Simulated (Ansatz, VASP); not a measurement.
# One calculation of Al3Cu, two programs

```
Al Cu
1.0
     3.05902    0.00000    0.00000
     0.00000    3.05902    0.00000
     0.00000    0.00000    6.25107
Al Cu
3 1
Direct
  0.00000 0.00000 0.50000
  0.50000 0.50000 0.22293
  0.50000 0.50000 0.77707
  0.00000 0.00000 0.00000
```

Alike in both runs: functional r2SCAN; k mesh 2 × 2 × 1; occupations gaussian, width 0.1 eV; no spin polarisation.

Ansatz relaxed the structure, and its values are those at the end. VASP's run is a single point on that final structure, the one shown.

```csv
,VASP,Ansatz
version,VASP 6.6.1,Ansatz 0.2.0
potentials or method,"VASP PAW PBE potentials, release 64 (Al, Cu), cutoff 520 eV","scalar-relativistic, plane waves, PAW"
valence electrons in the cell,20,28
```

Ansatz gave:

| Item | Value |
| --- | --- |
| gap on the k mesh at the Fermi level (eV) | none |
| pressure (GPa) | 0.0 |

Question: What did VASP give for the same quantities?

Answer: gap on the k mesh at the Fermi level (eV): none; pressure (GPa): -0.2.

VASP's potentials were made for PBE, not for r2SCAN. A gap of «none» marks a metal or a gap that the smearing closes. VASP's potentials hold 20 valence electrons a cell and Ansatz's 28, so a difference there can come from the potentials and not from the codes.

The k mesh is coarse, so the values compare programs but aren't converged.
